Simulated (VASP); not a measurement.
# Tb2Y2H (I4/mmm) in VASP: relaxation of cell and atoms with PBE

Aim: the relaxation of cell and atoms of Tb2Y2H with PBE.

All numbers are computed with VASP 6.6.1; they aren't measurements. Logs are shortened: lines on timing, memory, paths and dates and some standing lists are left out, and cuts for length are marked.

## Step 1: The cell of the first run

It takes space group I4/mmm (No. 139, tetragonal). The conventional cell has a = 4.102 Å, b = 4.102 Å, c = 18.179 Å, α = 90.00°, β = 90.00°, γ = 90.00°. Within 4.3 Å of Tb (site symmetry 4mm) lie 5 Tb at 3.29 to 4.10 Å and 4 H at 3.33 Å and 4 Y at 3.55 Å. Within 3.8 Å of Y (site symmetry -4m2) lie 4 Y at 2.90 Å and 4 Tb at 3.55 Å. H (site symmetry 4/mmm) has 8 Tb at 3.33 Å and 4 H at 4.10 Å within 4.4 Å.

The cell was generated, and may not be a known phase.

## Step 2: Relaxation of cell and atoms, PBE

INCAR reads:

```
SYSTEM = Tb2Y2H
  PREC = Accurate
  ENCUT = 500
  EDIFF = 1E-7
  ISMEAR = 0
  SIGMA = 0.1
  LREAL = .False.
  LASPH = .True.
  NELM = 200
  ALGO = Normal
  ISIF = 3
  LWAVE = .False.
  LCHARG = .False.
  GGA = PE
  IBRION = 2
  NSW = 100
  EDIFFG = -0.01
  GGA_COMPAT = .False.
  NELMIN = 4
  LMAXMIX = 6
  KPAR = 4
```

KPOINTS reads:

```
regular mesh
0
Gamma
  14 14 14
  0 0 0
```

POSCAR reads:

```
Tb2Y2H
1.0
   -2.0511504733      2.0511504733      9.0894208566
    2.0511504733     -2.0511504733      9.0894208566
    2.0511504733      2.0511504733     -9.0894208566
Tb Y H
2 2 1
Direct
    0.4096026445      0.4096026445      0.0000000000
    0.5903973555      0.5903973555      0.0000000000
    0.7500000000      0.2500000000      0.5000000000
    0.2500000000      0.7500000000      0.5000000000
    0.0000000000      0.0000000000      0.0000000000
```

Potentials or basis: VASP PAW PBE potentials, release 64 (Tb_3, Y_sv, H), 4f in core.

Run with:

```bash
> cat potpaw_PBE.64/Tb_3/POTCAR potpaw_PBE.64/Y_sv/POTCAR potpaw_PBE.64/H/POTCAR > POTCAR
> mpirun -np 4 vasp_std > vasp.out
```

OUTCAR:

```text
SYSTEM = Tb2Y2H
   PREC = Accurate
   ENCUT = 500
   EDIFF = 1E-7
   ISMEAR = 0
   LREAL = .False.
   LASPH = .True.
   NELM = 200
   ISIF = 3
   GGA = PE
   IBRION = 2
   NSW = 100
   EDIFFG = -0.01
   NELMIN = 4

 ion  position               nearest neighbor table
   1  0.410  0.410  0.000-   2 3.29   3 3.55   4 3.55   4 3.55   3 3.55
   2  0.590  0.590  0.000-   1 3.29   3 3.55   4 3.55   3 3.55   4 3.55
   3  0.750  0.250  0.500-   4 2.90   4 2.90   4 2.90   4 2.90   1 3.55   2 3.55   2 3.55   1 3.55

   4  0.250  0.750  0.500-   3 2.90   3 2.90   3 2.90   3 2.90   1 3.55   2 3.55   2 3.55   1 3.55

   5  0.000  0.000  0.000-

  LATTYP: Found a body centered tetragonal cell.
 ALAT       =     4.1023009466
 C/A-ratio  =     4.4313769150

  Lattice vectors:

 A1 = (  -2.0511504733,   2.0511504733,   9.0894208566)
 A2 = (   2.0511504733,  -2.0511504733,   9.0894208566)
 A3 = (   2.0511504733,   2.0511504733,  -9.0894208566)

Analysis of symmetry for initial positions (statically):
=====================================================================
 Subroutine PRICEL returns:
 Original cell was already a primitive cell.

 Routine SETGRP: Setting up the symmetry group for a
 body centered tetragonal supercell.

 Subroutine GETGRP returns: Found 16 space group operations
 (whereof 16 operations were pure point group operations)
 out of a pool of 16 trial point group operations.

The static configuration has the point symmetry D_4h.

Analysis of symmetry for dynamics (positions and initial velocities):
=====================================================================
 Subroutine PRICEL returns:
 Original cell was already a primitive cell.

 Routine SETGRP: Setting up the symmetry group for a
 body centered tetragonal supercell.

 Subroutine GETGRP returns: Found 16 space group operations
 (whereof 16 operations were pure point group operations)
 out of a pool of 16 trial point group operations.

The dynamic configuration has the point symmetry D_4h.

 Subroutine INISYM returns: Found 16 space group operations
 (whereof 16 operations are pure point group operations),
 and found     1 'primitive' translations

----------------------------------------------------------------------------------------

                                     Primitive cell

  volume of cell :     152.9647

  direct lattice vectors                    reciprocal lattice vectors
    -2.051150473  2.051150473  9.089420857     0.000000000  0.243765636  0.055009005
     2.051150473 -2.051150473  9.089420857     0.243765636  0.000000000  0.055009005
     2.051150473  2.051150473 -9.089420857     0.243765636  0.243765636  0.000000000

  length of vectors
     9.541069544  9.541069544  9.541069544     0.249895330  0.249895330  0.344736669

  position of ions in fractional coordinates (direct lattice)
     0.409602644  0.409602644  0.000000000
     0.590397356  0.590397356  0.000000000
     0.750000000  0.250000000  0.500000000
     0.250000000  0.750000000  0.500000000
     0.000000000  0.000000000  0.000000000

  ion indices of the primitive-cell ions
   primitive index   ion index
                 1           1
                 2           2
                 3           3
                 4           4
                 5           5

----------------------------------------------------------------------------------------

 KPOINTS: regular mesh

Automatic generation of k-mesh.
 Grid dimensions read from file:
 generate k-points for:   14   14   14

 Generating k-lattice:

  Cartesian coordinates                     Fractional coordinates (reciprocal lattice)
     0.000000000  0.017411831  0.003929215     0.071428571  0.000000000  0.000000000
     0.017411831  0.000000000  0.003929215     0.000000000  0.071428571  0.000000000
     0.017411831  0.017411831  0.000000000     0.000000000  0.000000000  0.071428571

  Length of vectors
     0.017849666  0.017849666  0.024624048

  Shift w.r.t. Gamma in fractional coordinates (k-lattice)
     0.000000000  0.000000000  0.000000000

 Subroutine IBZKPT returns following result:
 ===========================================

 Found    244 irreducible k-points:

 Following reciprocal coordinates:
            Coordinates               Weight
  0.000000  0.000000  0.000000      1.000000
  0.071429  0.000000 -0.000000      8.000000
  0.142857  0.000000 -0.000000      8.000000
  0.214286  0.000000 -0.000000      8.000000
  0.285714  0.000000 -0.000000      8.000000
  0.357143  0.000000 -0.000000      8.000000
[... 16 lines left out ...]
  0.214286  0.142857 -0.000000     16.000000
  0.285714  0.142857 -0.000000     16.000000
 [... further k-points ...]
   k-points           NKPTS =    244   k-points in BZ     NKDIM =    244   number of bands    NBANDS=     24
   number of dos      NEDOS =    301   number of ions     NIONS =      5
   total plane-waves  NPLWV = 343000
   dimension x,y,z NGX =    70 NGY =   70 NGZ =   70
   dimension x,y,z NGXF=   140 NGYF=  140 NGZF=  140
   ions per type =               2   2   1
   NGX,Y,Z   is equivalent  to a cutoff of  12.20, 12.20, 12.20 a.u.
   NGXF,Y,Z  is equivalent  to a cutoff of  24.39, 24.39, 24.39 a.u.
 SYSTEM =  Tb2Y2H
   PREC   = accura    normal or accurate (medium, high low for compatibility)
   ISTART =      0    job   : 0-new  1-cont  2-samecut
   ICHARG =      2    charge: 1-file 2-atom 10-const
   ISPIN  =      1    spin polarized calculation?
   LNONCOLLINEAR =      F non collinear calculations
   LSORBIT =      F    spin-orbit coupling
   LASPH  =      T    aspherical Exc in radial PAW
   ENCUT  =  500.0 eV  36.75 Ry    6.06 a.u.  17.40 17.40 17.40*2*pi/ulx,y,z
   NELM   =    200;   NELMIN=  4; NELMDL= -5     # of ELM steps
   EDIFF  = 0.1E-06   stopping-criterion for ELM
   LREAL  =      F    real-space projection
   EDIFFG = -.1E-01   stopping-criterion for IOM
   NSW    =    100    number of steps for IOM
   IBRION =      2    ionic relax: 0-MD 1-quasi-New 2-CG
   NFREE  =      1    steps in history (QN), initial steepest desc. (CG)
   ISIF   =      3    stress and relaxation
   ISYM   =      2    0-nonsym 1-usesym 2-fastsym
   POTIM  = 0.5000    time-step for ionic-motion
   TEBEG  =    0.0;   TEEND  =   0.0 temperature during run
   PSTRESS=    0.0 pullay stress
   NELECT =      41.0000    total number of electrons
   NUPDOWN=      -1.0000    fix difference up-down
   EMIN   =  10.00;   EMAX   =-10.00  energy-range for DOS
   EFERMI =   0.00;   METHOD = LEGACY
   ISMEAR =     0;   SIGMA  =   0.10  broadening in eV -4-tet -1-fermi 0-gaus
   EFERMI_NEDOS =   21; number of points for ismear=-14 and -15
   IALGO  =     38    algorithm
   IMIX   =      4    mixing-type and parameters
     AMIX     =   0.40;   BMIX     =  1.00
     AMIX_MAG =   1.60;   BMIX_MAG =  1.00
  volume/ion in A,a.u.               =      30.59       206.45
  Fermi-wavevector in a.u.,A,eV,Ry     =   1.055534  1.994671 15.158968  1.114153
  Thomas-Fermi vector in A             =   2.190736
   LORBIT       =      0    0 simple, 1 ext, 2 COOP (PROOUT), +10 PAW based schemes
   GGA     = PE    functional components
   LHFCALC =     F    Hartree Fock is set to
   AEXX    =    0.0000 exact exchange contribution
   IVDW    =     0    specifies the selected vdW correction
   LEPSILON=     F    determine dielectric tensor
   LRPA    =     F    only Hartree local field effects (RPA)
 conjugate gradient relaxation of ions
 non-spin polarized calculation
 Gauss-broadening in eV      SIGMA  =   0.10
  energy-cutoff  :      500.00
  volume of cell :      152.96
 maximum number of plane-waves:      3945
 NGX is ok and might be reduce to    70
   NGX = 35   NGY = 35   NGZ = 35

--------------------------------------- Ionic step        1  -------------------------------------------

 number of electron      41.0000000 magnetization

 Free energy of the ion-electron system (eV)
  ---------------------------------------------------
  ext. energy  EPLUGINS =         0.00000000
  ---------------------------------------------------
  free energy    TOTEN  =       -21.42932601 eV

  energy without entropy =      -21.39694460  energy(sigma->0) =      -21.41313530

------------------------ aborting loop because EDIFF is reached ----------------------------------------

  FORCE on cell =-STRESS in cart. coord.  units (eV):
  Direction    XX          YY          ZZ          XY          YZ          ZX
  --------------------------------------------------------------------------------------
  -------------------------------------------------------------------------------------
  Total        0.0267856      0.0267856      0.3141993      0.0000000      0.0000000     -0.0000000
  in kB        0.2805566      0.2805566      3.2909750      0.0000000      0.0000000     -0.0000000
  external PRESSURE =       1.2840294 kB  Pullay stress =       0.0000000 kB

 VOLUME and BASIS-vectors are now :
 -----------------------------------------------------------------------------
  energy-cutoff  :      500.00
  volume of cell :      152.96
      direct lattice vectors                 reciprocal lattice vectors
    -2.051150473  2.051150473  9.089420857     0.000000000  0.243765636  0.055009005
     2.051150473 -2.051150473  9.089420857     0.243765636  0.000000000  0.055009005
     2.051150473  2.051150473 -9.089420857     0.243765636  0.243765636  0.000000000
[... 40 lines left out ...]
 POSITION                                       TOTAL-FORCE (eV/Angst)
 -----------------------------------------------------------------------------------
      0.00000      0.00000      7.47018        -0.000000     -0.000000      0.010053
      0.00000      0.00000     10.76377        -0.000000     -0.000000     -0.010053
     -0.00000      2.05168      4.55849         0.000000      0.000000     -0.000000
      2.05168     -0.00000      4.55849         0.000000      0.000000     -0.000000
      2.05168      2.05168      9.11698         0.000000      0.000000     -0.000000
 -----------------------------------------------------------------------------------
    total drift:                                0.000000     -0.000000      0.000000

  FREE ENERGIE OF THE ION-ELECTRON SYSTEM (eV)
  ---------------------------------------------------
  free  energy   TOTEN  =       -21.4299384689 eV

  energy  without entropy=      -21.3977850205  energy(sigma->0) =      -21.41386174

--------------------------------------- Ionic step        3  -------------------------------------------

 number of electron      41.0000000 magnetization

 Free energy of the ion-electron system (eV)
  ---------------------------------------------------
  ext. energy  EPLUGINS =         0.00000000
  ---------------------------------------------------
  free energy    TOTEN  =       -21.42995597 eV

  energy without entropy =      -21.39785134  energy(sigma->0) =      -21.41390365

 E-fermi :   2.2575     XC(G=0):  -8.9481

 val. band max:        2.2536757391   @ k =   0.0714   0.0714   0.0000
 cond. band min:       2.2600756087   @ k =  -0.2143   0.0714   0.0000
 fundamental gap:      0.0063998695
 Fermi energy:         2.2574559333

 k-point     1 :       0.0000    0.0000    0.0000
  band No.  band energies     occupation
      1     -40.2204      2.00000
      2     -39.7494      2.00000
      3     -21.4386      2.00000
      4     -21.2467      2.00000
      5     -21.2467      2.00000
      6     -21.2154      2.00000
[... 16 lines left out ...]
     23       2.2942      0.60327
     24       2.4088      0.03228
[... 598 lines left out ...]
      2     -39.8525      2.00000
      3     -21.4445      2.00000
      4     -21.3027      2.00000
      5     -21.2636      2.00000
      6     -21.2584      2.00000
[... 16 lines left out ...]
     23       2.7461      0.00000
     24       3.0978      0.00000

 [... further k-points ...]

------------------------ aborting loop because EDIFF is reached ----------------------------------------

  FORCE on cell =-STRESS in cart. coord.  units (eV):
  Direction    XX          YY          ZZ          XY          YZ          ZX
  --------------------------------------------------------------------------------------
  -------------------------------------------------------------------------------------
  Total       -0.0314537     -0.0314537     -0.0095773      0.0000000     -0.0000000      0.0000000
  in kB       -0.3280299     -0.3280299     -0.0998817      0.0000000     -0.0000000      0.0000000
  external PRESSURE =      -0.2519805 kB  Pullay stress =       0.0000000 kB

 VOLUME and BASIS-vectors are now :
 -----------------------------------------------------------------------------
  energy-cutoff  :      500.00
  volume of cell :      153.63
      direct lattice vectors                 reciprocal lattice vectors
    -2.051797592  2.051797592  9.123058599     0.000000000  0.243688755  0.054806181
     2.051797592 -2.051797592  9.123058599     0.243688755  0.000000000  0.054806181
     2.051797592  2.051797592 -9.123058599     0.243688755  0.243688755  0.000000000

 POSITION                                       TOTAL-FORCE (eV/Angst)
 -----------------------------------------------------------------------------------
      0.00000      0.00000      7.47550        -0.000000     -0.000000      0.005633
      0.00000      0.00000     10.77062         0.000000      0.000000     -0.005633
      0.00000      2.05180      4.56153        -0.000000     -0.000000      0.000000
      2.05180      0.00000      4.56153        -0.000000     -0.000000      0.000000
      0.00000      0.00000      0.00000        -0.000000     -0.000000      0.000000
 -----------------------------------------------------------------------------------
    total drift:                                0.000000     -0.000000      0.000000

  FREE ENERGIE OF THE ION-ELECTRON SYSTEM (eV)
  ---------------------------------------------------
  free  energy   TOTEN  =       -21.4299559683 eV

  energy  without entropy=      -21.3978513389  energy(sigma->0) =      -21.41390365

 reached required accuracy - stopping structural energy minimisation
```

Run time: 33 min. Hardware: 4 MPI ranks of Intel Xeon 6975P-C (Granite Rapids), shared host; peak memory 1.5 GiB.

What came out:

```
Free energy                           : -21.4300 eV
Relaxed volume                        : 30.73 Å³/atom
Relaxed cell                          : a = 9.573 Å, b = 9.573 Å, c = 9.573 Å, α = 155.25°, β = 155.25°, γ = 35.29°
Space group after relaxing (to 0.1 Å) : I4/mmm (No. 139)
Energy gained by relaxing             : 0.1 meV/atom
Ionic steps                           : 3
Pressure after relaxing               : 0.0 GPa
Largest force after relaxing          : 0.006 eV/Å
Band gap on the k mesh                : zero (an odd number of electrons rules out a gap without spin polarisation)
```

Forces on the atoms (eV/Å):
```
Tb   0.000  0.000  0.006
Tb   0.000  0.000 -0.006
Y    0.000  0.000  0.000
Y    0.000  0.000  0.000
H    0.000  0.000  0.000
```

The path:
| step | energy change (eV) | largest force (eV/Å) | pressure (GPa) | volume (Å³) |
| --- | --- | --- | --- | --- |
| 1 | 0.0000 | 0.0312 | 0.13 | 152.96 |
| 2 | -0.0006 | 0.0101 | 0.00 | 153.51 |
| 3 | -0.0006 | 0.0056 | -0.03 | 153.63 |

Final structure:
```cif
data_structure
_symmetry_space_group_name_H-M 'P 1'
_symmetry_Int_Tables_number 1
_cell_length_a 9.5734
_cell_length_b 9.5734
_cell_length_c 9.5734
_cell_angle_alpha 155.248
_cell_angle_beta 155.248
_cell_angle_gamma 35.288
_cell_volume 153.63
loop_
_atom_site_label
_atom_site_type_symbol
_atom_site_fract_x
_atom_site_fract_y
_atom_site_fract_z
_atom_site_occupancy
Tb1 Tb 0.40970 0.40970 0.00000 1
Tb2 Tb 0.59030 0.59030 0.00000 1
Y1 Y 0.75000 0.25000 0.50000 1
Y2 Y 0.25000 0.75000 0.50000 1
H1 H 0.00000 0.00000 0.00000 1
```

Caveat: the highest band is partly filled, so the run has too few bands; spin-orbit coupling is left out, which moves the levels of the heavy elements; the 4f electrons are frozen in the core, so they carry no moment and show no levels. Spin polarisation is off, so any magnetic state and its effect on volume and gap are missing.
